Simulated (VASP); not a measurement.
NaTi2O3, 6 atoms in the cell. It takes space group P-3m1 (No. 164, trigonal). The conventional cell has a = 3.058 Å, b = 3.058 Å, c = 7.801 Å, α = 90.00°, β = 90.00°, γ = 120.00°. Within 3.2 Å of Na (site symmetry -3m) lie 6 O at 2.39 Å and 6 Na at 3.06 Å. Ti (site symmetry 3m) has 6 O at 2.10 to 2.11 Å within 2.8 Å. O (site symmetry 3m) has 3 Ti at 2.10 Å and 3 Na at 2.39 Å within 2.8 Å. Within 2.8 Å of O (site symmetry -3m) lie 6 Ti at 2.11 Å. 

- Program: VASP 6.6.1
- Task: single point
- Functional: PBEsol
- Potentials or basis: VASP PAW PBE potentials, release 64 (Na_pv, Ti_sv, O)
- Cutoff: 520 eV
- k mesh: 9 × 9 × 3
- Occupations: methfessel-paxton, width 0.1 eV
- Spin: no spin polarisation
- Dipole correction: no
- Further INCAR settings: ALGO = Normal; EDIFF = 1e-06; NBANDS = 34

Potentials or basis: VASP PAW PBE potentials, release 64 (Na_pv, Ti_sv, O).

Run with:

```sh
$ cat potpaw_PBE.64/Na_pv/POTCAR potpaw_PBE.64/Ti_sv/POTCAR potpaw_PBE.64/O/POTCAR > POTCAR
$ mpirun -np 1 vasp_std > vasp.out
```

Hardware: 1 thread of AMD EPYC 7R13 (shared host).

Estimate the wall time of this run.

Wall time 3.2 min on 1 thread of AMD EPYC 7R13, on a shared host, peak memory 0.18 GiB. Counts: scf iterations 16, k points 31.
